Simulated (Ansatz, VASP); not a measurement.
**One calculation of PIr, two programs**

File INCAR:

```
SYSTEM = PIr
  PREC = Accurate
  ENCUT = 500
  EDIFF = 1E-6
  ISMEAR = -1
  SIGMA = 0.05
  LREAL = .False.
  LASPH = .True.
  NELM = 120
  ALGO = Normal
  ISIF = 2
  LWAVE = .False.
  LCHARG = .True.
  GGA = CA
  LELF = .True.
  LVHAR = .True.
  NBANDS = 18
  GGA_COMPAT = .False.
```

The input KPOINTS:

```
Automatic mesh
0
Gamma
  12 12 12
  0 0 0
```

File POSCAR:

```
PIr
1.0
    0.0000000000      2.5418188147      2.5418188147
    2.5418188147      0.0000000000      2.5418188147
    2.5418188147      2.5418188147      0.0000000000
Ir P
1 1
Direct
    0.0000000000      0.0000000000      0.0000000000
    0.2500000000      0.2500000000      0.2500000000
```

Input for Ansatz:

```yaml
crystal:
  lattice:
    - [0.0, 2.5418188147, 2.5418188147]
    - [2.5418188147, 0.0, 2.5418188147]
    - [2.5418188147, 2.5418188147, 0.0]
  atoms:
    - { symbol: Ir, position: [0.0, 0.0, 0.0] }
    - { symbol: P, position: [0.25, 0.25, 0.25] }
kpoints:
  mp_grid: { grid: [12, 12, 12] }
scf:
  occupations: { method: fermi_dirac, width: 0.05 }
hamiltonian:
  xc: lda
  pseudopotentials: { kind: paw }
output:
  forces: true
  stress: true
  eigenvalues: true
  populations: true
```

Change from the starting cell: volume scaled by 0.95, PAW files.

Alike in both runs: task single point; functional LDA; k mesh 12 × 12 × 12; occupations fermi-dirac, width 0.05 eV; no spin polarisation.

```csv
,VASP,Ansatz
version,VASP 6.6.1,Ansatz 0.2.0
potentials or method,"VASP PAW LDA potentials, release 64 (Ir_sv_GW, P)","PAW with Ansatz's default frozen-core files, scalar-relativistic"
plane-wave cutoff (eV),500,420
valence electrons in the cell,22,22
```

VASP gave:

```
pressure (GPa) : 10.2
```

**Question.** Which values does Ansatz return?

**Answer.** Pressure (GPa): 11.3.

LDA's correlation is that of Perdew and Zunger in VASP and of Perdew and Wang (1992) in Ansatz.

Spin-orbit coupling is off throughout.
